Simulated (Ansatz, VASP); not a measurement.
**B in VASP and in Ansatz**

```xyz
4
Lattice="2.5739 0.0000 0.0000 -1.2869 2.2291 0.0000 0.0000 0.0000 3.0083" Properties=species:S:1:pos:R:3 pbc="T T T"
B     0.0000    0.0000    0.7521
B     0.0000    0.0000    2.2562
B     0.0000    1.4860    0.7521
B     1.2869    0.7430    2.2562
```

Change from the starting cell: volume scaled by 0.55, LAPW.

Alike in both runs: task single point; functional PBE; k mesh 15 × 15 × 5; occupations fermi-dirac, width 0.05 eV; no spin polarisation.

|  | VASP | Ansatz |
| --- | --- | --- |
| version | VASP 6.6.1 | Ansatz 0.2.0 |
| potentials or method | VASP PAW PBE potentials, release 64 (B), cutoff 520 eV | all-electron LAPW, scalar-relativistic |

|  | VASP | Ansatz | Ansatz less VASP |
| --- | --- | --- | --- |
| pressure (GPa) | 264.3 | 263.3 | -1.00 |
| traceless stress, the component that is largest in VASP (GPa) | -0.65 | -0.29 | +0.362 |

Both programs put the cell under a high pressure, so it lies far from rest at this level. Ansatz ran all-electron here, and VASP with PAW potentials.

The k mesh is coarse, so the values compare programs but aren't converged. Noted on VASP's run: the cell as given lies far from equilibrium.
